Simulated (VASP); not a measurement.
# Mo3F in VASP: single point with PBE

Aim: the single point of Mo3F with PBE.

All numbers are computed with VASP 6.6.1; they aren't measurements. Logs are shortened: lines on timing, memory, paths and dates and some standing lists are left out, and cuts for length are marked.

## 1. The cell of the first run

The cell holds a slab with vacuum, 4 atoms: a = 2.737 Å, b = 2.737 Å, c = 21.308 Å, α = 90.00°, β = 90.00°, γ = 109.47°.

## 2. Single point, PBE, collinear spin

Input file INCAR:

```
SYSTEM = Mo3F
PREC = Accurate
ENCUT = 520
EDIFF = 1E-6
ISMEAR = 0
SIGMA = 0.1
LREAL = .False.
LASPH = .True.
NELM = 150
ALGO = Normal
ISIF = 2
LWAVE = .False.
LCHARG = .False.
ISPIN = 2
MAGMOM = 0 0 0 1
LORBIT = 11
LMAXMIX = 4
LDIPOL = .True.
IDIPOL = 3
DIPOL = 0.5 0.5 0.336
GGA = PE
NBANDS = 36
```

Input file KPOINTS:

```
Automatic mesh
0
Gamma
  10 10 1
  0 0 0
```

Input file POSCAR:

```
Mo3F
1.0
    2.7370454666      0.0000000000      0.0000000000
   -0.9123484889      2.5805112132      0.0000000000
    0.0000000000      0.0000000000     21.3082440453
Mo F
3 1
Direct
    0.5000000000      0.5000000000      0.1877207710
    0.0000000000      0.0000000000      0.2888166432
    0.5000000000      0.5000000000      0.3899074944
    0.5000000000      0.5000000000      0.4790748606
```

Potentials or basis: VASP PAW PBE potentials, release 64 (Mo_sv, F).

Run with:

```
cat potpaw_PBE.64/Mo_sv/POTCAR potpaw_PBE.64/F/POTCAR > POTCAR
mpirun -np 1 vasp_std > vasp.out
```

OUTCAR:

```text
SYSTEM = Mo3F
   PREC = Accurate
   ENCUT = 520
   EDIFF = 1E-6
   ISMEAR = 0
   LREAL = .False.
   LASPH = .True.
   NELM = 150
   ISIF = 2
   ISPIN = 2
   LORBIT = 11
   GGA = PE

 ion  position               nearest neighbor table
   1  0.500  0.500  0.188-   2 2.67   2 2.67   2 3.10   2 3.10
   2  0.000  0.000  0.289-   3 2.67   3 2.67   1 2.67   1 2.67   3 3.10   3 3.10   1 3.10   1 3.10

   3  0.500  0.500  0.390-   4 1.90   2 2.67   2 2.67   2 3.10   2 3.10
   4  0.500  0.500  0.479-   3 1.90

  LATTYP: Found a base centered orthorhombic cell.
 ALAT       =     3.1604678739
 B/A-ratio  =     1.4142135624
 C/A-ratio  =     6.7421169572

  Lattice vectors:

 A1 = (   2.7370454666,   0.0000000000,   0.0000000000)
 A2 = (  -0.9123484889,   2.5805112132,   0.0000000000)
 A3 = (   0.0000000000,   0.0000000000,  21.3082440453)

Analysis of symmetry for initial positions (statically):
=====================================================================
 Subroutine PRICEL returns:
 Original cell was already a primitive cell.

 Routine SETGRP: Setting up the symmetry group for a
 base centered orthorhombic supercell.

 Subroutine GETGRP returns: Found  4 space group operations
 (whereof  4 operations were pure point group operations)
 out of a pool of  8 trial point group operations.

The static configuration has the point symmetry C_2v.

Analysis of symmetry for dynamics (positions and initial velocities):
=====================================================================
 Subroutine PRICEL returns:
 Original cell was already a primitive cell.

 Routine SETGRP: Setting up the symmetry group for a
 base centered orthorhombic supercell.

 Subroutine GETGRP returns: Found  4 space group operations
 (whereof  4 operations were pure point group operations)
 out of a pool of  8 trial point group operations.

The dynamic configuration has the point symmetry C_2v.

Analysis of structural, dynamic, and magnetic symmetry:
=====================================================================
 Subroutine PRICEL returns:
 Original cell was already a primitive cell.

 Routine SETGRP: Setting up the symmetry group for a
 base centered orthorhombic supercell.

 Subroutine GETGRP returns: Found  4 space group operations
 (whereof  4 operations were pure point group operations)
 out of a pool of  8 trial point group operations.

The overall configuration has the point symmetry C_2v.

 Subroutine INISYM returns: Found  4 space group operations
 (whereof  4 operations are pure point group operations),
 and found     1 'primitive' translations

----------------------------------------------------------------------------------------

                                     Primitive cell

  volume of cell :     150.4996

  direct lattice vectors                    reciprocal lattice vectors
     2.737045467  0.000000000  0.000000000     0.365357467  0.129173371  0.000000000
    -0.912348489  2.580511213  0.000000000     0.000000000  0.387520114  0.000000000
     0.000000000  0.000000000 21.308244045     0.000000000  0.000000000  0.046930193

  length of vectors
     2.737045467  2.737045467 21.308244045     0.387520114  0.387520114  0.046930193

  position of ions in fractional coordinates (direct lattice)
     0.500000000  0.500000000  0.187720771
     0.000000000  0.000000000  0.288816643
     0.500000000  0.500000000  0.389907494
     0.500000000  0.500000000  0.479074861

  ion indices of the primitive-cell ions
   primitive index   ion index
                 1           1
                 2           2
                 3           3
                 4           4

----------------------------------------------------------------------------------------

 KPOINTS: Automatic mesh

Automatic generation of k-mesh.
 Grid dimensions read from file:
 generate k-points for:   10   10    1

 Generating k-lattice:

  Cartesian coordinates                     Fractional coordinates (reciprocal lattice)
     0.036535747  0.012917337  0.000000000     0.100000000 -0.000000000  0.000000000
     0.000000000  0.038752011  0.000000000     0.000000000  0.100000000  0.000000000
     0.000000000  0.000000000  0.046930193     0.000000000  0.000000000  1.000000000

  Length of vectors
     0.038752011  0.038752011  0.046930193

  Shift w.r.t. Gamma in fractional coordinates (k-lattice)
     0.000000000  0.000000000  0.000000000

 Subroutine IBZKPT returns following result:
 ===========================================

 Found     31 irreducible k-points:

 Following reciprocal coordinates:
            Coordinates               Weight
  0.000000  0.000000  0.000000      1.000000
  0.100000  0.000000  0.000000      4.000000
  0.200000  0.000000  0.000000      4.000000
  0.300000 -0.000000  0.000000      4.000000
  0.400000  0.000000  0.000000      4.000000
  0.500000  0.000000  0.000000      2.000000
[... 16 lines left out ...]
  0.300000  0.300000  0.000000      2.000000
  0.400000  0.300000  0.000000      4.000000
 [... further k-points ...]
   k-points           NKPTS =     31   k-points in BZ     NKDIM =     31   number of bands    NBANDS=     36
   number of dos      NEDOS =    301   number of ions     NIONS =      4
   total plane-waves  NPLWV =  64000
   dimension x,y,z NGX =    20 NGY =   20 NGZ =  160
   dimension x,y,z NGXF=    40 NGYF=   40 NGZF=  320
   ions per type =               3   1
   NGX,Y,Z   is equivalent  to a cutoff of  12.15, 12.15, 12.48 a.u.
   NGXF,Y,Z  is equivalent  to a cutoff of  24.30, 24.30, 24.97 a.u.
 SYSTEM =  Mo3F
   PREC   = accura    normal or accurate (medium, high low for compatibility)
   ISTART =      0    job   : 0-new  1-cont  2-samecut
   ICHARG =      2    charge: 1-file 2-atom 10-const
   ISPIN  =      2    spin polarized calculation?
   LNONCOLLINEAR =      F non collinear calculations
   LSORBIT =      F    spin-orbit coupling
   LASPH  =      T    aspherical Exc in radial PAW
   ENCUT  =  520.0 eV  38.22 Ry    6.18 a.u.   5.09  5.09 39.62*2*pi/ulx,y,z
   NELM   =    150;   NELMIN=  2; NELMDL= -5     # of ELM steps
   EDIFF  = 0.1E-05   stopping-criterion for ELM
   LREAL  =      F    real-space projection
   EDIFFG = 0.1E-04   stopping-criterion for IOM
   NSW    =      0    number of steps for IOM
   IBRION =     -1    ionic relax: 0-MD 1-quasi-New 2-CG
   NFREE  =      0    steps in history (QN), initial steepest desc. (CG)
   ISIF   =      2    stress and relaxation
   ISYM   =      2    0-nonsym 1-usesym 2-fastsym
   POTIM  = 0.5000    time-step for ionic-motion
   TEBEG  =    0.0;   TEEND  =   0.0 temperature during run
   PSTRESS=    0.0 pullay stress
   NELECT =      49.0000    total number of electrons
   NUPDOWN=      -1.0000    fix difference up-down
   EMIN   =  10.00;   EMAX   =-10.00  energy-range for DOS
   EFERMI =   0.00;   METHOD = LEGACY
   ISMEAR =     0;   SIGMA  =   0.10  broadening in eV -4-tet -1-fermi 0-gaus
   EFERMI_NEDOS =   21; number of points for ismear=-14 and -15
   IALGO  =     38    algorithm
   IMIX   =      4    mixing-type and parameters
     AMIX     =   0.40;   BMIX     =  1.00
     AMIX_MAG =   1.60;   BMIX_MAG =  1.00
  volume/ion in A,a.u.               =      37.62       253.91
  Fermi-wavevector in a.u.,A,eV,Ry     =   1.126233  2.128272 17.257651  1.268402
  Thomas-Fermi vector in A             =   2.262914
   LORBIT       =     11    0 simple, 1 ext, 2 COOP (PROOUT), +10 PAW based schemes
   GGA     = PE    functional components
   LHFCALC =     F    Hartree Fock is set to
   AEXX    =    0.0000 exact exchange contribution
   IVDW    =     0    specifies the selected vdW correction
   LEPSILON=     F    determine dielectric tensor
   LRPA    =     F    only Hartree local field effects (RPA)
 spin polarized calculation
 Gauss-broadening in eV      SIGMA  =   0.10
  energy-cutoff  :      520.00
  volume of cell :      150.50
 maximum number of plane-waves:      4094
   NGX = 11   NGY = 11   NGZ = 79

 dipolmoment           0.000000      0.000000     -0.003012 electrons x Angstroem

 number of electron      49.0000002 magnetization       0.0147567

 number of electron      49.0000002 magnetization      -0.0000608

 dipolmoment           0.000000      0.000000      0.139101 electrons x Angstroem

 Free energy of the ion-electron system (eV)
  ---------------------------------------------------
  ext. energy  EPLUGINS =         0.00000000
  ---------------------------------------------------
  free energy    TOTEN  =       -35.36110178 eV

  energy without entropy =      -35.34482895  energy(sigma->0) =      -35.35296537

 E-fermi :  -0.0849     XC(G=0):  -5.5994

 val. band max:       -0.0865186740   @ k =  -0.4000   0.4000   0.0000
 cond. band min:      -0.0498156191   @ k =  -0.2000   0.2000   0.0000
 fundamental gap:      0.0367030549
 Fermi energy:        -0.0848989046

 spin component 1

 k-point     1 :       0.0000    0.0000    0.0000
  band No.  band energies     occupation
      1     -61.5004      1.00000
      2     -61.2106      1.00000
      3     -61.0325      1.00000
      4     -36.0646      1.00000
      5     -35.5013      1.00000
      6     -35.0977      1.00000
[... 28 lines left out ...]
     35       4.4751      0.00000
     36       5.4893      0.00000

 k-point     2 :       0.1000    0.0000    0.0000
  band No.  band energies     occupation
      1     -61.4863      1.00000
      2     -61.1967      1.00000
      3     -61.0244      1.00000
      4     -36.0385      1.00000
      5     -35.5186      1.00000
      6     -35.1328      1.00000
[... 28 lines left out ...]
     35       4.8344      0.00000
     36       6.0416      0.00000
[... 817 lines left out ...]
     35       9.6992      0.00000
     36      10.2550      0.00000

 k-point    24 :       0.4000    0.3000    0.0000
  band No.  band energies     occupation
      1     -61.3001      1.00000
      2     -61.0039      1.00000
      3     -60.8956      1.00000
      4     -35.8868      1.00000
      5     -35.8283      1.00000
      6     -35.6939      1.00000
[... 28 lines left out ...]
     35       8.8266      0.00000
     36      10.4656      0.00000

 [... further k-points ...]

 spin component 2

 k-point     1 :       0.0000    0.0000    0.0000
  band No.  band energies     occupation
      1     -61.5004      1.00000
      2     -61.2106      1.00000
      3     -61.0325      1.00000
      4     -36.0646      1.00000
      5     -35.5013      1.00000
      6     -35.0977      1.00000
[... 28 lines left out ...]
     35       4.4771      0.00000
     36       5.4898      0.00000

 k-point     2 :       0.1000    0.0000    0.0000
  band No.  band energies     occupation
      1     -61.4863      1.00000
      2     -61.1967      1.00000
      3     -61.0245      1.00000
      4     -36.0385      1.00000
      5     -35.5186      1.00000
      6     -35.1328      1.00000
[... 28 lines left out ...]
     35       4.8365      0.00000
     36       6.0431      0.00000
[... 817 lines left out ...]
     35       9.6996      0.00000
     36      10.2549      0.00000

 k-point    24 :       0.4000    0.3000    0.0000
  band No.  band energies     occupation
      1     -61.3001      1.00000
      2     -61.0039      1.00000
      3     -60.8956      1.00000
      4     -35.8868      1.00000
      5     -35.8283      1.00000
      6     -35.6939      1.00000
[... 28 lines left out ...]
     35       8.8266      0.00000
     36      10.4655      0.00000

 [... further k-points ...]

------------------------ aborting loop because EDIFF is reached ----------------------------------------

 vacuum level on the upper side and lower side of the slab       (xc-potential included)         1.525        -1.951

  FORCE on cell =-STRESS in cart. coord.  units (eV):
  Direction    XX          YY          ZZ          XY          YZ          ZX
  --------------------------------------------------------------------------------------
  -------------------------------------------------------------------------------------
  Total       -0.6951579     -0.2984717     -0.1924345      0.5609991      0.0000000      0.0000000
  in kB       -7.4004588     -3.1774470     -2.0486041      5.9722406      0.0000000      0.0000000
  external PRESSURE =      -4.2088366 kB  Pullay stress =       0.0000000 kB

 VOLUME and BASIS-vectors are now :
 -----------------------------------------------------------------------------
  energy-cutoff  :      520.00
  volume of cell :      150.50
      direct lattice vectors                 reciprocal lattice vectors
     2.737045467  0.000000000  0.000000000     0.365357467  0.129173371  0.000000000
    -0.912348489  2.580511213  0.000000000     0.000000000  0.387520114  0.000000000
     0.000000000  0.000000000 21.308244045     0.000000000  0.000000000  0.046930193

 POSITION                                       TOTAL-FORCE (eV/Angst)
 -----------------------------------------------------------------------------------
      0.91235      1.29026      4.00000        -0.000000      0.000000      0.132040
      0.00000      0.00000      6.15418        -0.000000      0.000000     -0.909770
      0.91235      1.29026      8.30824        -0.000000      0.000000      1.583784
      0.91235      1.29026     10.20824         0.000000      0.000000     -0.806054
 -----------------------------------------------------------------------------------
    total drift:                               -0.000000     -0.000000      0.001603

  FREE ENERGIE OF THE ION-ELECTRON SYSTEM (eV)
  ---------------------------------------------------
  free  energy   TOTEN  =       -35.3611017806 eV

  energy  without entropy=      -35.3448289540  energy(sigma->0) =      -35.35296537

 vacuum level on the upper side and lower side of the slab         7.899         4.346

 total charge

# of ion       s       p       d       tot
------------------------------------------
    1        2.374   6.129   3.910  12.413
    2        2.389   6.214   3.963  12.566
    3        2.374   6.190   3.901  12.466
    4        1.753   4.263   0.000   6.016
--------------------------------------------------
tot          8.890  22.796  11.775  43.461

 magnetization (x)

# of ion       s       p       d       tot
------------------------------------------
    1       -0.000  -0.000  -0.000  -0.000
    2       -0.000   0.000  -0.000  -0.000
    3       -0.000  -0.000  -0.000  -0.000
    4       -0.000  -0.000   0.000  -0.000
--------------------------------------------------
tot         -0.000  -0.000  -0.000  -0.000
```

Wall time 14 min (1 thread of Intel Xeon 8259CL, shared host); peak memory 0.44 GiB.

What came out:

```
Free energy                                           : -35.3611 eV
Largest force                                         : 1.584 eV/Å
Net moment                                            : 0.00 μB per cell
Valence electrons inside the program's atomic spheres : Mo 12.41, 12.57, 12.47; F 6.02
```

Forces on the atoms (eV/Å):
```
Mo   0.000  0.000  0.132
Mo   0.000  0.000 -0.910
Mo   0.000  0.000  1.584
F    0.000  0.000 -0.806
```
